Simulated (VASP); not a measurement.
A run of VASP 6.6.1 is set up as follows.

INCAR

```
PREC = Accurate
ENCUT = 520
EDIFF = 1E-7
ISMEAR = 0
SIGMA = 0.05
LREAL = False
LASPH = True
NELM = 150
ALGO = Normal
ISIF = 2
LWAVE = False
LCHARG = False
LMAXMIX = 4
LDAU = True
LDAUTYPE = 2
LDAUL = 2 -1
LDAUU = 4 0
LDAUJ = 0 0
LDAUPRINT = 1
GGA = PE
IVDW = 12
NBANDS = 19
```

Contents of KPOINTS:

```
Automatic mesh
0
Gamma
  9 9 9
```

File POSCAR:

```
TiO2
1.0
    1.6093500000      0.9291586557      4.8951988906
   -1.6093500000      0.9291586557      4.8951988906
    0.0000000000     -1.8583173115      4.8951988906
Ti O
1 2
Direct
    0.0000000000      0.0000000000      0.0000000000
    0.6017580785      0.6017580785      0.6017580785
    0.3982419215      0.3982419215      0.3982419215
```

Potentials or basis: VASP PAW PBE potentials, release 64 (Ti_sv, O).

The run is started by

```bash
$ cat potpaw_PBE.64/Ti_sv/POTCAR potpaw_PBE.64/O/POTCAR > POTCAR
$ mpirun -np 1 vasp_std > vasp.out
```

Problem. Predict the largest force.

Solution. 1.022 eV/Å.

Problem. What does it give for the pressure?

Solution. -18.9 GPa.

Problem. What does it give for the dispersion energy per atom?

Solution. -0.168 eV.

Problem. Predict the band gap on the k mesh.

Solution. 2.38 eV (least direct gap 2.60 eV).

Stress tensor (GPa, compression positive):
```
-24.96   0.00   0.00
  0.00 -24.96   0.00
  0.00   0.00  -6.77
```

Caveat: the stress differs along the axes, from -25 to -7 GPa; forces of over 1 eV/Å act on the atoms, so gaps and moduli don't describe the material at rest. A k mesh can miss the band edges.
